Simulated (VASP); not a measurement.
The system is ScAl2N3.

```
Sc Al N
1.0
     4.59330    0.00000    0.00000
    -2.29665    3.97791    0.00000
     0.00000    0.00000    5.26320
Sc Al N
1 2 3
Direct
  0.00000 0.00000 0.00000
  0.33333 0.66667 0.00000
  0.66667 0.33333 0.00000
  0.33333 0.66667 0.50000
  0.66667 0.33333 0.50000
  0.00000 0.00000 0.50000
```

The cell was built from a structure type or drawn by symmetry, and may not be a known phase.

* Program: VASP 6.6.1
* Task: relaxation of cell and atoms
* Functional: PBE
* Potentials or basis: VASP PAW PBE potentials, release 64 (Sc_sv, Al, N)
* Cutoff: 600 eV
* k mesh: 6 × 6 × 4
* Occupations: gaussian, width 0.1 eV
* Spin: no spin polarisation

At the start: pressure -8.7 GPa; volume 16.03 Å³/atom.

Task: Where does the relaxation end?

Result: Over 14 steps the energy falls by 1367.3 meV/atom and the volume is 19.37 Å³/atom (+20.9 %); space group P6/mmm (No. 191, to 0.1 Å) before and after.

Step by step:
| step | energy change (eV) | largest force (eV/Å) | pressure (GPa) | volume (Å³) |
| --- | --- | --- | --- | --- |
| 1 | 0.0000 | 0.0000 | -8.71 | 96.17 |
| 2 | -3.9683 | 0.0000 | -2.84 | 83.18 |
| 3 | -4.8413 | 0.0000 | 8.47 | 77.78 |
| 4 | -1.9071 | 0.0000 | 76.44 | 66.19 |
| 5 | -4.9463 | 0.0000 | 11.80 | 76.51 |
| 6 | -5.0378 | 0.0000 | 22.78 | 73.23 |
| 7 | -5.9798 | 0.0000 | 34.40 | 83.66 |
| 8 | -6.1983 | 0.0000 | 29.31 | 81.32 |
| 9 | -7.7347 | 0.0000 | 8.32 | 97.12 |
| 10 | -8.0609 | 0.0000 | -0.87 | 108.75 |
| 11 | -8.0658 | 0.0000 | -2.15 | 110.77 |
| 12 | -8.1968 | 0.0000 | -0.83 | 115.66 |
| 13 | -8.2031 | 0.0000 | -0.43 | 116.92 |
| 14 | -8.2038 | 0.0000 | 0.00 | 116.24 |

Final structure:
```
Sc Al N
1.0
     6.15807    0.00000    0.00000
    -3.07903    5.33304    0.00000
     0.00000    0.00000    3.53939
Sc Al N
1 2 3
Direct
  0.00000 0.00000 0.00000
  0.33333 0.66667 0.00000
  0.66667 0.33333 0.00000
  0.33333 0.66667 0.50000
  0.66667 0.33333 0.50000
  0.00000 0.00000 0.50000
```

Caveat: the volume moved by over 15 % at a fixed basis, so the end points are rough.
